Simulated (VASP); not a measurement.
Runs of VASP 6.6.1 on B5P3. The structure is that of space group I4/mmm (No. 139), or close to it. The cells are those of the table. The cell was built from a structure type or drawn by symmetry, and may not be a known phase.

```tsv
task	cell	k mesh	cutoff (eV)	gap on the mesh (eV)	pressure (GPa)	relaxed volume (Å³/atom)
single point	a = 5.635 Å, angles 117.0, 117.0, 95.2°, 8 atoms	4 × 4 × 4	520	none	-21.0	-
relaxation of cell and atoms	relaxed from a = 4.561 Å, angles 112.8, 112.8, 103.1°, 8 atoms	10 × 10 × 10	600	none	0.0	9.04
single point	a = 4.565 Å, angles 113.0, 113.0, 102.6°, 8 atoms	10 × 10 × 10	520	none	(a)	-
single point	a = 4.564 Å, angles 114.3, 114.3, 100.2°, 8 atoms	4 × 4 × 4	520	none	-0.4	-
relaxation of cell and atoms	relaxed from a = 5.635 Å, angles 117.0, 117.0, 95.2°, 8 atoms	4 × 4 × 4	600	none	-0.1	(b)
```

Alike in all rows: level PBE; potentials or basis VASP PAW PBE potentials, release 64 (B, P); no spin polarisation; smearing gaussian 0.1 eV.

Q: Fill in the values left out.

A: (a) -0.3; (b) 8.95.

Caveats: some runs use coarse meshes; the cell stands under tension (at least some runs); the volume moved by over 15 % at a fixed basis, so the end points are rough (at least some runs).

A gap of «none» marks levels without a gap at the run's occupations.
